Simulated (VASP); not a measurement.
# Rh (Fm-3m) in VASP: notebook, part 2 of 2

VASP 6.6.1. The steps go on from the part before.

## Step 4: Single point, r2SCAN

This run uses another cell than the first one, of 13.62 Å³/atom, 1.026 times its volume.

POSCAR reads:

```
Rh
1.0
    0.0000000000      1.8952590690      1.8952590690
    1.8952590690      0.0000000000      1.8952590690
    1.8952590690      1.8952590690      0.0000000000
Rh
1
Direct
    0.0000000000      0.0000000000      0.0000000000
```

INCAR.step1 reads:

```
SYSTEM = Rh
PREC = Accurate
ENCUT = 520
ISMEAR = -1
SIGMA = 0.05
LREAL = .False.
LASPH = .True.
NELM = 80
NBANDS = 14
GGA = PE
ALGO = Normal
EDIFF = 1E-4
LWAVE = .True.
LCHARG = .False.
```

INCAR.step2 reads:

```
SYSTEM = Rh
PREC = Accurate
ENCUT = 520
EDIFF = 1E-6
ISMEAR = -1
SIGMA = 0.05
LREAL = .False.
LASPH = .True.
NELM = 80
ALGO = Normal
ISIF = 2
LWAVE = .False.
LCHARG = .False.
METAGGA = R2SCAN
LMIXTAU = .True.
NBANDS = 14
ISTART = 1
```

KPOINTS reads:

```
Automatic mesh
0
Gamma
  12 12 12
  0 0 0
```

Potentials or basis: VASP PAW PBE potentials, release 64 (Rh_pv).

Command:

```console
$ cat potpaw_PBE.64/Rh_pv/POTCAR > POTCAR
$ cp INCAR.step1 INCAR
$ mpirun -np 1 vasp_std > vasp.out
$ cp INCAR.step2 INCAR
$ mpirun -np 1 vasp_std > vasp.out
```

OUTCAR:

```text
SYSTEM = Rh
   PREC = Accurate
   ENCUT = 520
   EDIFF = 1E-6
   ISMEAR = -1
   LREAL = .False.
   LASPH = .True.
   NELM = 80
   ISIF = 2
   METAGGA = R2SCAN
   ISTART = 1

 ion  position               nearest neighbor table
   1  0.000  0.000  0.000-

  LATTYP: Found a face centered cubic cell.
 ALAT       =     3.7905181380

  Lattice vectors:

 A1 = (   0.0000000000,   1.8952590690,   1.8952590690)
 A2 = (   1.8952590690,   0.0000000000,   1.8952590690)
 A3 = (   1.8952590690,   1.8952590690,   0.0000000000)
[... 576 lines left out ...]
      5       7.9562      2.00000
      6       9.2693      2.00000
      7       9.7805      2.00000
      8      12.1747      0.01278
      9      16.3088      0.00000
     10      21.1970      0.00000
     11      28.7609      0.00000
     12      29.2381      0.00000
     13      31.7927      0.00000
     14      33.5461      0.00000

 [... further k-points ...]
[... 5 lines left out ...]
  --------------------------------------------------------------------------------------
  -------------------------------------------------------------------------------------
  Total        0.2746366      0.2746366      0.2746366      0.0000000      0.0000000      0.0000000
  in kB       32.3171608     32.3171608     32.3171608      0.0000000      0.0000000      0.0000000
  external PRESSURE =      32.3171608 kB  Pullay stress =       0.0000000 kB

 VOLUME and BASIS-vectors are now :
 -----------------------------------------------------------------------------
  energy-cutoff  :      520.00
  volume of cell :       13.62
      direct lattice vectors                 reciprocal lattice vectors
     0.000000000  1.895259069  1.895259069    -0.263816176  0.263816176  0.263816176
     1.895259069  0.000000000  1.895259069     0.263816176 -0.263816176  0.263816176
     1.895259069  1.895259069  0.000000000     0.263816176  0.263816176 -0.263816176

 POSITION                                       TOTAL-FORCE (eV/Angst)
 -----------------------------------------------------------------------------------
      0.00000      0.00000      0.00000         0.000000      0.000000      0.000000
 -----------------------------------------------------------------------------------
    total drift:                                0.000000     -0.000000      0.000000

  FREE ENERGIE OF THE ION-ELECTRON SYSTEM (eV)
  ---------------------------------------------------
  free  energy   TOTEN  =       -24.1412164223 eV

  energy  without entropy=      -24.1330001140  energy(sigma->0) =      -24.13710827
```

Wall time 32 s (1 thread of Intel Xeon Platinum 8488C (Sapphire Rapids), shared host); peak memory 0.13 GiB.

What came out:

```yaml
Free_energy: -24.1412 eV
Pressure: 3.2 GPa
```

Levels at points of the mesh, in eV from the Fermi level:
```
           k point  band 3  band 4  band 5  band 6  band 7  band 8  band 9  band 10  band 11  band 12
(0.00, 0.00, 0.00)  -47.84   -8.27   -3.24   -3.24   -3.24   -1.11   -1.11    16.70    17.32    22.51
(0.50, 0.00, 0.00)  -47.95   -6.44   -3.36   -3.36    0.57    0.57    0.88     9.17    16.26    17.32
(0.50, 0.50, 0.00)  -48.13   -6.66   -6.29    0.50    1.04    1.04    3.48    12.98    14.05    14.05
```

Caveat: the PAW data sets were made with another functional, which shifts forces and pressure a little.

## Step 5: Single point, LDA

This run uses another cell than the first one, of 12.85 Å³/atom, 0.968 times its volume.

INCAR reads:

```
  PREC = Accurate
  ENCUT = 520
  EDIFF = 1E-6
  ISMEAR = -1
  SIGMA = 0.05
  LREAL = F
  LASPH = T
  NELM = 80
  ALGO = Normal
  ISIF = 2
  LWAVE = F
  LCHARG = F
  GGA = CA
  NBANDS = 14
```

KPOINTS reads:

```
regular mesh
0
Gamma
  12 12 12
```

POSCAR reads:

```
Rh
1.0
    0.0000000000      1.8591074964      1.8591074964
    1.8591074964      0.0000000000      1.8591074964
    1.8591074964      1.8591074964      0.0000000000
Rh
1
Direct
    0.0000000000      0.0000000000      0.0000000000
```

Potentials or basis: VASP PAW LDA potentials, release 64 (Rh_pv).

Command:

```console
$ cat potpaw_LDA.64/Rh_pv/POTCAR > POTCAR
$ mpirun -np 1 vasp_std > vasp.out
```

It took 7.3 s on 1 thread of AMD EPYC 7R13 (Zen 3), shared host; peak memory 0.09 GiB.

Results (log left out):

```
Free energy : -8.6790 eV
Pressure    : 10.6 GPa
```

Levels at points of the mesh, in eV from the Fermi level:
```csv
k point,band 3,band 4,band 5,band 6,band 7,band 8,band 9,band 10,band 11,band 12
"(0.00, 0.00, 0.00)",-46.32,-8.55,-3.48,-3.48,-3.48,-1.12,-1.12,15.85,20.10,21.65
"(0.50, 0.00, 0.00)",-46.45,-6.78,-3.56,-3.56,0.61,0.62,0.62,9.29,15.40,20.10
"(0.50, 0.50, 0.00)",-46.66,-7.04,-6.66,0.61,1.09,1.09,3.28,13.11,13.59,13.59
```

## Step 6: The runs side by side

```csv
level,potentials or basis,cell,gap on the mesh (eV),pressure (GPa)
r2SCAN,"VASP PAW PBE potentials, release 64 (Rh_pv)","a = 2.657 Å, angles 60.0°, 1 atom",none,11.4
r2SCAN,"VASP PAW PBE potentials, release 64 (Rh_pv)","a = 2.671 Å, angles 60.0°, 1 atom",none,6.3
r2SCAN,"VASP PAW PBE potentials, release 64 (Rh_pv)","a = 2.680 Å, angles 60.0°, 1 atom",none,3.2
LDA,"VASP PAW LDA potentials, release 64 (Rh_pv)","a = 2.629 Å, angles 60.0°, 1 atom",none,10.6
```

Alike in all rows: task single point; no spin polarisation; k mesh 12 × 12 × 12; cutoff (eV) 520; smearing fermi-dirac 0.05 eV.

Caveats: the PAW data sets were made with another functional, which shifts forces and pressure a little (some runs).

Total energies depend on the potentials used, so only differences within one code and one set of settings carry meaning.
